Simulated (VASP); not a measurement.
# Ga (Pm-3m) in VASP: settings compared

Ga is run at these levels: PBE0, HSE06; tasks: single point.

All numbers are computed with VASP 6.6.1; they aren't measurements. Logs are shortened: lines on timing, memory, paths and dates and some standing lists are left out, and cuts for length are marked.

### 1 The cell of the first run

It takes space group Pm-3m (No. 221, cubic). The conventional cell has a = 2.687 Å, b = 2.687 Å, c = 2.687 Å, α = 90.00°, β = 90.00°, γ = 90.00°. Within 3.5 Å of Ga (site symmetry m-3m) lie 6 Ga at 2.69 Å.

This isn't the form of Ga at room conditions, which is orthorhombic.

### 2 Single point, PBE0

File POSCAR:

```
Ga
1.0
    2.6869885038      0.0000000000      0.0000000000
    0.0000000000      2.6869885038      0.0000000000
    0.0000000000      0.0000000000      2.6869885038
Ga
1
Direct
    0.0000000000      0.0000000000      0.0000000000
```

File INCAR.step1:

```
ALGO = Normal ; EDIFF = 1E-5
ENCUT = 520 ; GGA = PE
ISIF = 2 ; ISMEAR = -1
LASPH = True ; LCHARG = False
LREAL = False ; LWAVE = True
NBANDS = 12 ; NELM = 100
PREC = Accurate ; SIGMA = 0.05
```

File INCAR.step2:

```
AEXX = 0.25 ; ALGO = Normal
EDIFF = 1E-6 ; ENCUT = 520
GGA = PE ; ISIF = 2
ISMEAR = -1 ; ISTART = 1
LASPH = True ; LCHARG = False
LHFCALC = True ; LREAL = False
LWAVE = False ; NBANDS = 12
NELM = 100 ; PREC = Accurate
PRECFOCK = Normal ; SIGMA = 0.05
```

File KPOINTS:

```
k-points
0
Gamma
  5 5 5
```

Potentials or basis: VASP PAW PBE potentials, release 64 (Ga_d).

Launch:

```bash
$ cat potpaw_PBE.64/Ga_d/POTCAR > POTCAR
$ cp INCAR.step1 INCAR
$ mpirun -np 1 vasp_std > vasp.out
$ cp INCAR.step2 INCAR
$ mpirun -np 1 vasp_std > vasp.out
```

OUTCAR:

```text
AEXX = 0.25
   EDIFF = 1E-6
   ENCUT = 520
   GGA = PE
   ISIF = 2
   ISMEAR = -1
   ISTART = 1
   LASPH = True
   LHFCALC = True
   LREAL = False
   NELM = 100
   PREC = Accurate
   PRECFOCK = Normal

 ion  position               nearest neighbor table
   1  0.000  0.000  0.000-

  LATTYP: Found a simple cubic cell.
 ALAT       =     2.6869885038

  Lattice vectors:

 A1 = (   2.6869885038,   0.0000000000,   0.0000000000)
 A2 = (   0.0000000000,   2.6869885038,   0.0000000000)
 A3 = (   0.0000000000,   0.0000000000,   2.6869885038)

Analysis of symmetry for initial positions (statically):
=====================================================================
 Subroutine PRICEL returns:
 Original cell was already a primitive cell.

 Routine SETGRP: Setting up the symmetry group for a
 simple cubic supercell.

 Subroutine GETGRP returns: Found 48 space group operations
 (whereof 48 operations were pure point group operations)
 out of a pool of 48 trial point group operations.

The static configuration has the point symmetry O_h .

Analysis of symmetry for dynamics (positions and initial velocities):
=====================================================================
 Subroutine PRICEL returns:
 Original cell was already a primitive cell.

 Routine SETGRP: Setting up the symmetry group for a
 simple cubic supercell.

 Subroutine GETGRP returns: Found 48 space group operations
 (whereof 48 operations were pure point group operations)
 out of a pool of 48 trial point group operations.

The dynamic configuration has the point symmetry O_h .

 Subroutine INISYM returns: Found 48 space group operations
 (whereof 48 operations are pure point group operations),
 and found     1 'primitive' translations

----------------------------------------------------------------------------------------

                                     Primitive cell

  volume of cell :      19.3998

  direct lattice vectors                    reciprocal lattice vectors
     2.686988504  0.000000000  0.000000000     0.372163855  0.000000000  0.000000000
     0.000000000  2.686988504  0.000000000     0.000000000  0.372163855  0.000000000
     0.000000000  0.000000000  2.686988504     0.000000000  0.000000000  0.372163855

  length of vectors
     2.686988504  2.686988504  2.686988504     0.372163855  0.372163855  0.372163855

  position of ions in fractional coordinates (direct lattice)
     0.000000000  0.000000000  0.000000000

  ion indices of the primitive-cell ions
   primitive index   ion index
                 1           1

----------------------------------------------------------------------------------------

 KPOINTS: k-points

Automatic generation of k-mesh.
 Grid dimensions read from file:
 generate k-points for:    5    5    5

 Generating k-lattice:

  Cartesian coordinates                     Fractional coordinates (reciprocal lattice)
     0.074432771  0.000000000  0.000000000     0.200000000  0.000000000  0.000000000
     0.000000000  0.074432771  0.000000000     0.000000000  0.200000000  0.000000000
     0.000000000  0.000000000  0.074432771     0.000000000  0.000000000  0.200000000

  Length of vectors
     0.074432771  0.074432771  0.074432771

  Shift w.r.t. Gamma in fractional coordinates (k-lattice)
     0.000000000  0.000000000  0.000000000

 Subroutine IBZKPT returns following result:
 ===========================================

 Found     10 irreducible k-points:

 Following reciprocal coordinates:
            Coordinates               Weight
  0.000000  0.000000  0.000000      1.000000
  0.200000  0.000000  0.000000      6.000000
  0.400000  0.000000  0.000000      6.000000
  0.200000  0.200000  0.000000     12.000000
  0.400000  0.200000  0.000000     24.000000
  0.400000  0.400000  0.000000     12.000000
  0.200000  0.200000  0.200000      8.000000
  0.400000  0.200000  0.200000     24.000000
  0.400000  0.400000  0.200000     24.000000
  0.400000  0.400000  0.400000      8.000000
   k-points           NKPTS =     10   k-points in BZ     NKDIM =    125   number of bands    NBANDS=     12
   number of dos      NEDOS =    301   number of ions     NIONS =      1
   total plane-waves  NPLWV =   8000
   dimension x,y,z NGX =    20 NGY =   20 NGZ =   20
   dimension x,y,z NGXF=    40 NGYF=   40 NGZF=   40
   ions per type =               1
   NGX,Y,Z   is equivalent  to a cutoff of  12.37, 12.37, 12.37 a.u.
   NGXF,Y,Z  is equivalent  to a cutoff of  24.75, 24.75, 24.75 a.u.
 SYSTEM =  unknown system
   PREC   = accura    normal or accurate (medium, high low for compatibility)
   ISTART =      1    job   : 0-new  1-cont  2-samecut
   ICHARG =      0    charge: 1-file 2-atom 10-const
   ISPIN  =      1    spin polarized calculation?
   LNONCOLLINEAR =      F non collinear calculations
   LSORBIT =      F    spin-orbit coupling
   LASPH  =      T    aspherical Exc in radial PAW
   ENCUT  =  520.0 eV  38.22 Ry    6.18 a.u.   5.00  5.00  5.00*2*pi/ulx,y,z
   NELM   =    100;   NELMIN=  2; NELMDL=  0     # of ELM steps
   EDIFF  = 0.1E-05   stopping-criterion for ELM
   LREAL  =      F    real-space projection
   EDIFFG = 0.1E-04   stopping-criterion for IOM
   NSW    =      0    number of steps for IOM
   IBRION =     -1    ionic relax: 0-MD 1-quasi-New 2-CG
   NFREE  =      0    steps in history (QN), initial steepest desc. (CG)
   ISIF   =      2    stress and relaxation
   ISYM   =      3    0-nonsym 1-usesym 2-fastsym
   POTIM  = 0.5000    time-step for ionic-motion
   TEBEG  =    0.0;   TEEND  =   0.0 temperature during run
   PSTRESS=    0.0 pullay stress
   NELECT =      13.0000    total number of electrons
   NUPDOWN=      -1.0000    fix difference up-down
   EMIN   =  10.00;   EMAX   =-10.00  energy-range for DOS
   EFERMI =   0.00;   METHOD = LEGACY
   ISMEAR =    -1;   SIGMA  =   0.05  broadening in eV -4-tet -1-fermi 0-gaus
   EFERMI_NEDOS =   21; number of points for ismear=-14 and -15
   IALGO  =     38    algorithm
   IMIX   =      1    mixing-type and parameters
     AMIX     =   0.40;   BMIX     =  1.00
     AMIX_MAG =   1.60;   BMIX_MAG =  1.00
  volume/ion in A,a.u.               =      19.40       130.92
  Fermi-wavevector in a.u.,A,eV,Ry     =   1.432595  2.707212 27.923629  2.052329
  Thomas-Fermi vector in A             =   2.552205
   LORBIT       =      0    0 simple, 1 ext, 2 COOP (PROOUT), +10 PAW based schemes
   GGA     = PE    functional components
   LHFCALC =     T    Hartree Fock is set to
   PRECFOCK=normal    Normal, Fast or Accurate (Low or Medium for compatibility)
   ENCUT4O =  -1.0   cutoff for four orbital integrals eV
   NKREDX  =     1    reduce k-point grid by
   NKREDY  =     1    reduce k-point grid by
   NKREDZ  =     1    reduce k-point grid by
   AEXX    =    0.2500 exact exchange contribution
   HFSCREEN=    0.0000 screening length (either q_TF or 0.3 A-1)
   HFSCREENC=   0.0000 screening length for correlation (either q_TF or 0.3 A-1)
   ENCUTFOCK=  -1.0 apply spherical cutoff to Coloumb kernel
   IVDW    =     0    specifies the selected vdW correction
   LEPSILON=     F    determine dielectric tensor
   LRPA    =     F    only Hartree local field effects (RPA)
 non-spin polarized calculation
  energy-cutoff  :      520.00
  volume of cell :       19.40
 maximum number of plane-waves:       526
 NGX is ok and might be reduce to    20
  NGX = 16; NGY = 16; NGZ = 16

 number of electron      13.0000011 magnetization

 Free energy of the ion-electron system (eV)
  ---------------------------------------------------
  ext. energy  EPLUGINS =         0.00000000
  ---------------------------------------------------
  free energy    TOTEN  =        -3.54841097 eV

  energy without entropy =       -3.54261606  energy(sigma->0) =       -3.54551352

 E-fermi :   4.6603     XC(G=0):  -8.5106

 val. band max:        4.6159656249   @ k =   0.4000   0.4000   0.0000
 cond. band min:       6.0274882668   @ k =   0.4000   0.4000   0.2000
 fundamental gap:      1.4115226419
 Fermi energy:         4.6603307847

 k-point     1 :       0.0000    0.0000    0.0000
  band No.  band energies     occupation
      1     -13.4650      2.00000
      2     -13.4650      2.00000
      3     -12.9152      2.00000
      4     -12.9152      2.00000
      5     -12.9152      2.00000
      6      -7.6458      2.00000
      7      15.4749      0.00000
      8      15.4749      0.00000
      9      15.4749      0.00000
     10      18.2094      0.00000
     11      18.2094      0.00000
     12      20.9927      0.00000

 k-point     2 :       0.2000    0.0000    0.0000
  band No.  band energies     occupation
      1     -13.4504      2.00000
      2     -13.3368      2.00000
      3     -12.9680      2.00000
      4     -12.9680      2.00000
      5     -12.9108      2.00000
      6      -6.7079      2.00000
      7       8.8895      0.00000
      8      16.3753      0.00000
      9      16.3753      0.00000
     10      18.9506      0.00000
     11      20.6541      0.00000
     12      26.7972      0.00000

 k-point     3 :       0.4000    0.0000    0.0000
  band No.  band energies     occupation
      1     -13.4268      2.00000
      2     -13.1415      2.00000
      3     -13.0530      2.00000
      4     -13.0530      2.00000
      5     -12.9036      2.00000
      6      -3.9030      2.00000
      7       1.5433      2.00000
      8      18.6335      0.00000
      9      18.6335      0.00000
     10      21.1421      0.00000
     11      22.4328      0.00000
     12      25.2880      0.00000
[... 76 lines left out ...]
 k-point     9 :       0.4000    0.4000    0.2000
  band No.  band energies     occupation
      1     -13.2659      2.00000
      2     -13.1194      2.00000
      3     -13.1115      2.00000
      4     -13.1002      2.00000
      5     -12.8375      2.00000
      6       0.7884      2.00000
      7       6.0275      0.00000
      8       7.4423      0.00000
      9      12.8902      0.00000
     10      16.1337      0.00000
     11      20.9762      0.00000
     12      21.0701      0.00000

 k-point    10 :       0.4000    0.4000    0.4000
  band No.  band energies     occupation
      1     -13.2454      2.00000
      2     -13.2345      2.00000
      3     -13.2345      2.00000
      4     -12.8285      2.00000
      5     -12.8285      2.00000
      6       3.5103      2.00000
      7       8.3746      0.00000
      8       8.3746      0.00000
      9      11.4027      0.00000
     10      15.1620      0.00000
     11      15.6189      0.00000
     12      15.6189      0.00000

------------------------ aborting loop because EDIFF is reached ----------------------------------------

  FORCE on cell =-STRESS in cart. coord.  units (eV):
  Direction    XX          YY          ZZ          XY          YZ          ZX
  --------------------------------------------------------------------------------------
  -------------------------------------------------------------------------------------
  Total        0.0091440      0.0091440      0.0091440      0.0000000      0.0000000      0.0000000
  in kB        0.7551789      0.7551789      0.7551789      0.0000000      0.0000000      0.0000000
  external PRESSURE =       0.7551789 kB  Pullay stress =       0.0000000 kB

 VOLUME and BASIS-vectors are now :
 -----------------------------------------------------------------------------
  energy-cutoff  :      520.00
  volume of cell :       19.40
      direct lattice vectors                 reciprocal lattice vectors
     2.686988504  0.000000000  0.000000000     0.372163855  0.000000000  0.000000000
     0.000000000  2.686988504  0.000000000     0.000000000  0.372163855  0.000000000
     0.000000000  0.000000000  2.686988504     0.000000000  0.000000000  0.372163855

 POSITION                                       TOTAL-FORCE (eV/Angst)
 -----------------------------------------------------------------------------------
      0.00000      0.00000      0.00000         0.000000      0.000000      0.000000
 -----------------------------------------------------------------------------------
    total drift:                               -0.000000      0.000000     -0.000000

  FREE ENERGIE OF THE ION-ELECTRON SYSTEM (eV)
  ---------------------------------------------------
  free  energy   TOTEN  =        -3.5484109746 eV

  energy  without entropy=       -3.5426160570  energy(sigma->0) =       -3.54551352
```

Wall time 5 min (1 thread of Intel Xeon 8259CL, shared host); peak memory 0.13 GiB.

What came out:

| Quantity | Value |
| --- | --- |
| Free energy | -3.5484 eV |
| Pressure | 0.1 GPa |
| Band gap on the k mesh | zero (an odd number of electrons rules out a gap without spin polarisation) |

Levels at points of the mesh, in eV from the Fermi level:
```
           k point  band 4  band 5  band 6  band 7  band 8  band 9
(0.00, 0.00, 0.00)  -17.58  -17.58  -12.31   10.81   10.81   10.81
```

Caveat: the k points lie up to 0.47 Å⁻¹ apart, too coarse for converged energies and pressures of a metal; the PAW data sets were made with another functional, which shifts forces and pressure a little.

### 3 Single point, HSE06

This run uses another cell than the first one, of 19.47 Å³/atom.

File POSCAR:

```
Ga
1.0
    2.6902496663      0.0000000000      0.0000000000
    0.0000000000      2.6902496663      0.0000000000
    0.0000000000      0.0000000000      2.6902496663
Ga
1
Direct
    0.0000000000      0.0000000000      0.0000000000
```

File INCAR.step1:

```
SYSTEM = Ga
  ALGO = Normal
  EDIFF = 1E-5
  ENCUT = 520
  GGA = PE
  ISIF = 2
  ISMEAR = -1
  LASPH = .TRUE.
  LCHARG = .FALSE.
  LREAL = .FALSE.
  LWAVE = .TRUE.
  NBANDS = 12
  NELM = 80
  PREC = Accurate
  SIGMA = 0.05
```

File INCAR.step2:

```
SYSTEM = Ga
  ALGO = Normal
  EDIFF = 1E-7
  ENCUT = 520
  GGA = PE
  HFSCREEN = 0.2079
  ISIF = 2
  ISMEAR = -1
  ISTART = 1
  LASPH = .TRUE.
  LCHARG = .FALSE.
  LHFCALC = .TRUE.
  LREAL = .FALSE.
  LWAVE = .FALSE.
  NBANDS = 12
  NELM = 80
  PREC = Accurate
  PRECFOCK = Normal
  SIGMA = 0.05
```

File KPOINTS:

```
k-points
0
G
  5 5 5
  0 0 0
```

Potentials or basis: VASP PAW PBE potentials, release 64 (Ga_d).

Launch:

```bash
$ cat potpaw_PBE.64/Ga_d/POTCAR > POTCAR
$ cp INCAR.step1 INCAR
$ mpirun -np 1 vasp_std > vasp.out
$ cp INCAR.step2 INCAR
$ mpirun -np 1 vasp_std > vasp.out
```

It took 5.4 min on 1 thread of Intel Xeon 8259CL, shared host; peak memory 0.23 GiB.

The run converged. Its results:

| Property | Result |
| --- | --- |
| Free energy | -3.2381 eV |
| Pressure | 0.2 GPa |
| Band gap on the k mesh | zero (an odd number of electrons rules out a gap without spin polarisation) |

Levels at points of the mesh, in eV from the Fermi level:
| k point | band 4 | band 5 | band 6 | band 7 | band 8 | band 9 |
| --- | --- | --- | --- | --- | --- | --- |
| (0.00, 0.00, 0.00) | -17.31 | -17.31 | -11.97 | 10.25 | 10.25 | 10.25 |

Caveat: the k points lie up to 0.47 Å⁻¹ apart, too coarse for converged energies and pressures of a metal; the PAW data sets were made with another functional, which shifts forces and pressure a little.
